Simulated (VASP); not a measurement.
Cu, 1 atom in the cell. Symmetry: Fm-3m, No. 225, cubic system. Conventional cell: a = 3.518 Å, b = 3.518 Å, c = 3.518 Å, α = 90.00°, β = 90.00°, γ = 90.00°. Within 3.3 Å of Cu (site symmetry m-3m) lie 12 Cu at 2.49 Å. 

```yaml
Program: VASP 6.6.1
Task: single point
Functional: LDA
Potentials_or_basis: VASP PAW LDA potentials, release 64 (Cu)
Cutoff: 520 eV
k_mesh: 18 × 18 × 18
Occupations: gaussian, width 0.1 eV
Spin: no spin polarisation
Dipole_correction: no
Further_INCAR_settings: ALGO = Normal; EDIFF = 1e-06; NBANDS = 12
```

Potentials or basis: VASP PAW LDA potentials, release 64 (Cu).

Run with:

```bash
$ cat potpaw_LDA.64/Cu/POTCAR > POTCAR
$ mpirun -np 1 vasp_std > vasp.out
```

Hardware: 1 thread of AMD EPYC 9R45 96-Core Processor (Zen 5), with other jobs on the host.

Problem. How long does it take, and how much memory?

Solution. Wall time 14 s on 1 thread of AMD EPYC 9R45 96-Core Processor (Zen 5), with other jobs on the host, peak memory 0.1 GiB. Counts: scf iterations 12, k points 195.
